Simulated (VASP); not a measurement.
**TaVN2: single point with PBE**

TaVN2:

```
CELL_PARAMETERS angstrom
3.04987 0.00000 0.00000
0.00000 3.04987 0.00000
0.00000 0.00000 4.29606
ATOMIC_POSITIONS crystal
Ta 0.00000 0.00000 0.00000
V 0.50000 0.50000 0.50000
N 0.50000 0.50000 0.00000
N 0.00000 0.00000 0.50000
```

```json
{
  "Program": "VASP 6.6.1",
  "Task": "single point",
  "Functional": "PBE",
  "Potentials or basis": "VASP PAW PBE potentials, release 64 (Ta_pv, V_sv, N)",
  "Cutoff": "520 eV",
  "k mesh": "9 × 9 × 6",
  "Occupations": "fermi-dirac, width 0.05 eV",
  "Spin": "collinear spin, ferromagnetic start",
  "Starting moments": "[0.0, 2.0, 0.0, 0.0] μB"
}
```

```yaml
Pressure: -0.1 GPa
Net_moment: 1.14 μB per cell
Site_moments: Ta -0.06; V +1.09; N +0.02 μB
Valence_electrons_inside_the_program's_atomic_spheres: Ta 8.94; V 11.55; N 3.78, 3.74
```

Stress tensor (GPa, compression positive):
```
 0.00  0.00  0.00
 0.00  0.00  0.00
 0.00  0.00 -0.19
```

Levels at points of the mesh, in eV from the Fermi level:
Spin up:
```tsv
k point	band 15	band 16	band 17	band 18	band 19	band 20
(0.00, 0.00, 0.00)	-2.88	-2.88	-1.86	-1.86	-1.74	-0.44
(0.00, 0.00, 0.50)	-4.11	-4.01	-2.78	-0.22	0.10	0.10
```
Spin down:
```csv
k point,band 15,band 16,band 17,band 18,band 19,band 20
"(0.00, 0.00, 0.00)",-2.86,-2.82,-1.15,-1.15,-1.11,0.10
"(0.00, 0.00, 0.50)",-4.11,-4.02,-2.04,0.44,1.32,1.36
```

Wall time 100 s on 1 thread of Intel Xeon 6975P-C, on a shared host, peak memory 0.24 GiB.

Caveat: spin-orbit coupling is left out, which moves the levels of the heavy elements. With open d or f shells a metallic result of PBE can be an artefact of self-interaction; +U or a hybrid may open a gap.
